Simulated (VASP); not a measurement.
Input of a VASP 6.6.1 run:

Contents of INCAR:

```
PREC = Accurate ; ENCUT = 500
EDIFF = 1E-6 ; ISMEAR = 0
SIGMA = 0.01 ; LREAL = False
LASPH = True ; NELM = 120
ALGO = Normal ; ISIF = 2
LWAVE = False ; LCHARG = False
GGA = PE ; NBANDS = 16
GGA_COMPAT = False
```

File KPOINTS:

```
regular mesh
0
Gamma
  4 4 4
```

Contents of POSCAR:

```
CdSe
1.0
    0.0000000000      2.9757475364      2.9757475364
    2.9757475364      0.0000000000      2.9757475364
    2.9757475364      2.9757475364      0.0000000000
Cd Se
1 1
Direct
    0.0000000000      0.0000000000      0.0000000000
    0.2500000000      0.2500000000      0.2500000000
```

Potentials or basis: VASP PAW PBE potentials, release 64 (Cd, Se).

Command:

```console
$ cat potpaw_PBE.64/Cd/POTCAR potpaw_PBE.64/Se/POTCAR > POTCAR
$ mpirun -np 1 vasp_std > vasp.out
```

(1) Predict the band gap on the k mesh.

(2) Estimate the pressure.

Answers

(1) 0.73 eV, direct.

(2) 7.9 GPa.

Caveat: the k points lie up to 0.46 Å⁻¹ apart; the cell differs from its parent crystal (strain -3.0%).
